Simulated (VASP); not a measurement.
# Si (P6_3/mmc) in VASP: further runs

The runs below take Si through single point, with r2SCAN+rVV10.

All numbers are computed with VASP 6.6.1; they aren't measurements. Logs are shortened: lines on timing, memory, paths and dates and some standing lists are left out, and cuts for length are marked.

### Step 1. The cell of the first run

It takes space group P6_3/mmc (No. 194, hexagonal). Conventional cell: a = 3.831 Å, b = 3.831 Å, c = 6.333 Å, α = 90.00°, β = 90.00°, γ = 120.00°. Within 3.1 Å of Si (site symmetry 3m) lie 4 Si at 2.35 to 2.37 Å.

### Step 2. Single point, r2SCAN+rVV10

File POSCAR:

```
Si
1.0
    3.8313174600      0.0000000000      0.0000000000
   -1.9156587300      3.3180182500      0.0000000000
    0.0000000000      0.0000000000      6.3326220000
Si
4
Direct
    0.3333333300      0.6666666700      0.0630095000
    0.6666666700      0.3333333300      0.5630095000
    0.3333333300      0.6666666700      0.4369905000
    0.6666666700      0.3333333300      0.9369905000
```

File INCAR.step1:

```
SYSTEM = Si
ALGO     = Normal         ! electronic algorithm
EDIFF    = 1E-5           ! SCF threshold, eV
ENCUT    = 550            ! plane-wave cutoff, eV
GGA      = PE             ! functional
GGA_COMPAT= .FALSE.      
ISMEAR   = 0              ! smearing method
LASPH    = .TRUE.         ! aspherical terms in the spheres
LCHARG   = .FALSE.        ! write CHGCAR
LREAL    = .FALSE.        ! projectors in reciprocal space
LWAVE    = .TRUE.         ! write WAVECAR
NBANDS   = 16             ! bands
NELM     = 120            ! most SCF steps
PREC     = Accurate       ! precision mode
SIGMA    = 0.1            ! smearing width, eV
```

File INCAR.step2:

```
SYSTEM = Si
ALGO     = Normal         ! electronic algorithm
BPARAM   = 11.95        
CPARAM   = 0.0093       
EDIFF    = 1E-6           ! SCF threshold, eV
ENCUT    = 550            ! plane-wave cutoff, eV
GGA_COMPAT= .FALSE.      
ISIF     = 2              ! what is computed and relaxed
ISMEAR   = 0              ! smearing method
ISTART   = 1            
IVDW_NL  = 2            
LASPH    = .TRUE.         ! aspherical terms in the spheres
LCHARG   = .FALSE.        ! write CHGCAR
LMIXTAU  = .TRUE.       
LREAL    = .FALSE.        ! projectors in reciprocal space
LUSE_VDW = .TRUE.       
LWAVE    = .FALSE.        ! write WAVECAR
METAGGA  = R2SCAN         ! meta-GGA
NBANDS   = 16             ! bands
NELM     = 120            ! most SCF steps
PREC     = Accurate       ! precision mode
SIGMA    = 0.1            ! smearing width, eV
```

File KPOINTS:

```
k-points
0
G
  6 6 4
  0 0 0
```

Potentials or basis: VASP PAW PBE potentials, release 64 (Si).

The run is started by

```bash
$ cat potpaw_PBE.64/Si/POTCAR > POTCAR
$ cp INCAR.step1 INCAR
$ mpirun -np 1 vasp_std > vasp.out
$ cp INCAR.step2 INCAR
$ mpirun -np 1 vasp_std > vasp.out
```

OUTCAR:

```text
SYSTEM = Si
   BPARAM = 11.95
   EDIFF = 1E-6
   ENCUT = 550
   ISIF = 2
   ISMEAR = 0
   ISTART = 1
   IVDW_NL = 2
   LASPH = .TRUE.
   LREAL = .FALSE.
   METAGGA = R2SCAN
   NELM = 120
   PREC = Accurate

 ion  position               nearest neighbor table
   1  0.333  0.667  0.063-   4 2.35   4 2.35   4 2.35   3 2.37
   2  0.667  0.333  0.563-   3 2.35   3 2.35   3 2.35   4 2.37
   3  0.333  0.667  0.437-   2 2.35   2 2.35   2 2.35   1 2.37
   4  0.667  0.333  0.937-   1 2.35   1 2.35   1 2.35   2 2.37

  LATTYP: Found a hexagonal cell.
 ALAT       =     3.8313174600
 C/A-ratio  =     1.6528575526

  Lattice vectors:

 A1 = (   3.8313174600,   0.0000000000,   0.0000000000)
 A2 = (  -1.9156587300,   3.3180182500,   0.0000000000)
 A3 = (   0.0000000000,   0.0000000000,   6.3326220000)

Analysis of symmetry for initial positions (statically):
=====================================================================
 Subroutine PRICEL returns:
 Original cell was already a primitive cell.

 Routine SETGRP: Setting up the symmetry group for a
 hexagonal supercell.

 Subroutine GETGRP returns: Found 24 space group operations
 (whereof 12 operations were pure point group operations)
 out of a pool of 24 trial point group operations.

The static configuration has the point symmetry D_3d.
 The point group associated with its full space group is D_6h.

Analysis of symmetry for dynamics (positions and initial velocities):
=====================================================================
 Subroutine PRICEL returns:
 Original cell was already a primitive cell.

 Routine SETGRP: Setting up the symmetry group for a
 hexagonal supercell.

 Subroutine GETGRP returns: Found 24 space group operations
 (whereof 12 operations were pure point group operations)
 out of a pool of 24 trial point group operations.

The dynamic configuration has the point symmetry D_3d.
 The point group associated with its full space group is D_6h.

 Subroutine INISYM returns: Found 24 space group operations
 (whereof 12 operations are pure point group operations),
 and found     1 'primitive' translations

----------------------------------------------------------------------------------------

                                     Primitive cell

  volume of cell :      80.5027
[... 89 lines left out ...]
   EDIFF  = 0.1E-05   stopping-criterion for ELM
   LREAL  =      F    real-space projection
   EDIFFG = 0.1E-04   stopping-criterion for IOM
   NSW    =      0    number of steps for IOM
   IBRION =     -1    ionic relax: 0-MD 1-quasi-New 2-CG
   NFREE  =      0    steps in history (QN), initial steepest desc. (CG)
   ISIF   =      2    stress and relaxation
   ISYM   =      2    0-nonsym 1-usesym 2-fastsym
   POTIM  = 0.5000    time-step for ionic-motion
   TEBEG  =    0.0;   TEEND  =   0.0 temperature during run
   PSTRESS=    0.0 pullay stress
   NELECT =      16.0000    total number of electrons
   NUPDOWN=      -1.0000    fix difference up-down
   EMIN   =  10.00;   EMAX   =-10.00  energy-range for DOS
   EFERMI =   0.00;   METHOD = LEGACY
   ISMEAR =     0;   SIGMA  =   0.10  broadening in eV -4-tet -1-fermi 0-gaus
   EFERMI_NEDOS =   21; number of points for ismear=-14 and -15
   IALGO  =     38    algorithm
   IMIX   =      4    mixing-type and parameters
     AMIX     =   0.40;   BMIX     =  1.00
     AMIX_MAG =   1.60;   BMIX_MAG =  1.00
  volume/ion in A,a.u.               =      20.13       135.81
  Fermi-wavevector in a.u.,A,eV,Ry     =   0.955384  1.805414 12.418837  0.912759
  Thomas-Fermi vector in A             =   2.084217
   LORBIT       =      0    0 simple, 1 ext, 2 COOP (PROOUT), +10 PAW based schemes
   METAGGA = R2SCAN    functional components
   LHFCALC =     F    Hartree Fock is set to
   AEXX    =    0.0000 exact exchange contribution
   IVDW_NL    =     2    kernel type
   BPARAM     =11.9500
   IVDW    =     0    specifies the selected vdW correction
   LEPSILON=     F    determine dielectric tensor
   LRPA    =     F    only Hartree local field effects (RPA)
 non-spin polarized calculation
 Gauss-broadening in eV      SIGMA  =   0.10
  energy-cutoff  :      550.00
  volume of cell :       80.50
 maximum number of plane-waves:      2385
 NGX is ok and might be reduce to    30
   NGX = 15   NGY = 15   NGZ = 25

 number of electron      16.0000000 magnetization

 Free energy of the ion-electron system (eV)
  ---------------------------------------------------
  ext. energy  EPLUGINS =         0.00000000
  ---------------------------------------------------
  free energy    TOTEN  =       -34.73173537 eV

  energy without entropy =      -34.73173488  energy(sigma->0) =      -34.73173513

 E-fermi :   6.2422     XC(G=0):  -9.8678

 val. band max:        5.9581068304   @ k =   0.0000   0.0000   0.0000
 cond. band min:       6.5330303089   @ k =   0.5000   0.0000   0.0000
 fundamental gap:      0.5749234785
 Fermi energy:         6.2422246093

 k-point     1 :       0.0000    0.0000    0.0000
  band No.  band energies     occupation
      1      -6.8264      2.00000
      2      -4.4173      2.00000
      3      -1.5876      2.00000
      4       4.3434      2.00000
      5       4.3434      2.00000
      6       5.5853      2.00000
[... 376 lines left out ...]
      3      -1.7835      2.00000
      4      -1.7835      2.00000
      5       1.2553      2.00000
      6       1.2553      2.00000
[... 8 lines left out ...]
     15      12.6222      0.00000
     16      12.6222      0.00000

------------------------ aborting loop because EDIFF is reached ----------------------------------------

  FORCE on cell =-STRESS in cart. coord.  units (eV):
  Direction    XX          YY          ZZ          XY          YZ          ZX
  --------------------------------------------------------------------------------------
  -------------------------------------------------------------------------------------
  Total       -0.2348271     -0.2348271     -0.2143175      0.0000000      0.0000000     -0.0000000
  in kB       -4.6735654     -4.6735654     -4.2653796      0.0000000      0.0000000     -0.0000000
  external PRESSURE =      -4.5375034 kB  Pullay stress =       0.0000000 kB

 VOLUME and BASIS-vectors are now :
 -----------------------------------------------------------------------------
  energy-cutoff  :      550.00
  volume of cell :       80.50
      direct lattice vectors                 reciprocal lattice vectors
     3.831317460  0.000000000  0.000000000     0.261006823  0.150692360  0.000000000
    -1.915658730  3.318018250  0.000000000     0.000000000  0.301384720  0.000000000
     0.000000000  0.000000000  6.332622000     0.000000000  0.000000000  0.157912473

 POSITION                                       TOTAL-FORCE (eV/Angst)
 -----------------------------------------------------------------------------------
     -0.00000      2.21201      0.39902         0.000000      0.000000     -0.009170
      1.91566      1.10601      3.56533        -0.000000     -0.000000     -0.009170
     -0.00000      2.21201      2.76730         0.000000      0.000000      0.009170
      1.91566      1.10601      5.93361         0.000000     -0.000000      0.009170
 -----------------------------------------------------------------------------------
    total drift:                               -0.000001      0.000001     -0.000000

  FREE ENERGIE OF THE ION-ELECTRON SYSTEM (eV)
  ---------------------------------------------------
  free  energy   TOTEN  =       -34.7317353746 eV

  energy  without entropy=      -34.7317348804  energy(sigma->0) =      -34.73173513
```

OUTCAR.step1:

```text
SYSTEM = Si
   EDIFF = 1E-5
   ENCUT = 550
   GGA = PE
   ISMEAR = 0
   LASPH = .TRUE.
   LREAL = .FALSE.
   NELM = 120
[... 623 lines left out ...]
      1.91566      1.10601      3.56533        -0.000000      0.000000     -0.014510
     -0.00000      2.21201      2.76730         0.000000     -0.000000      0.014510
      1.91566      1.10601      5.93361        -0.000000      0.000000      0.014510
 -----------------------------------------------------------------------------------
    total drift:                               -0.000001      0.000001     -0.000000

  FREE ENERGIE OF THE ION-ELECTRON SYSTEM (eV)
  ---------------------------------------------------
  free  energy   TOTEN  =       -21.6245169593 eV

  energy  without entropy=      -21.6244919463  energy(sigma->0) =      -21.62450445
```

Run time: 1.8 min. Hardware: 1 thread of Intel Xeon Platinum 8488C (Sapphire Rapids), shared host; peak memory 0.37 GiB.

What came out:

```
Free energy            : -34.7317 eV
Pressure               : -0.5 GPa
Largest force          : 0.009 eV/Å
Band gap on the k mesh : 0.57 eV, indirect (least direct gap 1.35 eV)
```

Forces on the atoms (eV/Å):
```
Si   0.000  0.000 -0.009
Si   0.000  0.000 -0.009
Si   0.000  0.000  0.009
Si   0.000  0.000  0.009
```

Caveat: the PAW data sets were made with another functional, which shifts forces and pressure a little. r2SCAN opens gaps a little over a GGA but as a rule still falls short of measured ones.

### Step 3. Single point, r2SCAN+rVV10

This run uses another cell than the first one, of 20.06 Å³/atom, 0.997 times its volume.

File POSCAR:

```
Si
1.0
    3.8251972224      0.0000000000      0.0000000000
   -1.9125986112      3.3127179691      0.0000000000
    0.0000000000      0.0000000000      6.3331316011
Si
4
Direct
    0.3333333333      0.6666666667      0.0631310265
    0.6666666667      0.3333333333      0.5631310265
    0.3333333333      0.6666666667      0.4368689735
    0.6666666667      0.3333333333      0.9368689735
```

File INCAR.step1:

```
SYSTEM = Si
  ALGO = Normal
  EDIFF = 1E-5
  ENCUT = 550
  GGA = PE
  GGA_COMPAT = .False.
  ISMEAR = 0
  LASPH = .True.
  LCHARG = .False.
  LREAL = .False.
  LWAVE = .True.
  NBANDS = 16
  NELM = 120
  PREC = Accurate
  SIGMA = 0.02
```

File INCAR.step2:

```
SYSTEM = Si
  ALGO = Normal
  BPARAM = 11.95
  CPARAM = 0.0093
  EDIFF = 1E-6
  ENCUT = 550
  GGA_COMPAT = .False.
  ISIF = 2
  ISMEAR = 0
  ISTART = 1
  IVDW_NL = 2
  LASPH = .True.
  LCHARG = .True.
  LELF = .True.
  LMIXTAU = .True.
  LREAL = .False.
  LUSE_VDW = .True.
  LVHAR = .True.
  LWAVE = .False.
  METAGGA = R2SCAN
  NBANDS = 16
  NELM = 120
  PREC = Accurate
  SIGMA = 0.02
```

File KPOINTS:

```
k-points
0
Gamma
  12 12 6
  0 0 0
```

Potentials or basis: VASP PAW PBE potentials, release 64 (Si).

The run is started by

```bash
$ cat potpaw_PBE.64/Si/POTCAR > POTCAR
$ cp INCAR.step1 INCAR
$ mpirun -np 1 vasp_std > vasp.out
$ cp INCAR.step2 INCAR
$ mpirun -np 1 vasp_std > vasp.out
```

Wall time 4.3 min (1 thread of Intel Xeon Platinum 8488C (Sapphire Rapids), shared host); peak memory 0.41 GiB.

Results (log left out):

```yaml
Free_energy: -34.7563 eV
Pressure: -0.2 GPa
Band_gap_on_the_k_mesh: 0.57 eV, indirect (least direct gap 1.38 eV)
```

Levels at points of the mesh, in eV from the valence-band top:
| k point | band 6 | band 7 | band 8 | band 9 | band 10 | band 11 |
| --- | --- | --- | --- | --- | --- | --- |
| (0.00, 0.00, 0.00) | -0.39 | 0.00 | 0.00 | 1.38 | 2.16 | 2.16 |
| (0.50, 0.00, 0.00) | -3.24 | -3.14 | -1.54 | 0.57 | 2.63 | 3.18 |
| (0.00, 0.00, 0.50) | -0.98 | -0.98 | -0.98 | 2.15 | 2.15 | 3.19 |
| (0.50, 0.00, 0.50) | -2.60 | -2.57 | -2.57 | 1.11 | 1.11 | 1.86 |

Caveat: the PAW data sets were made with another functional, which shifts forces and pressure a little.
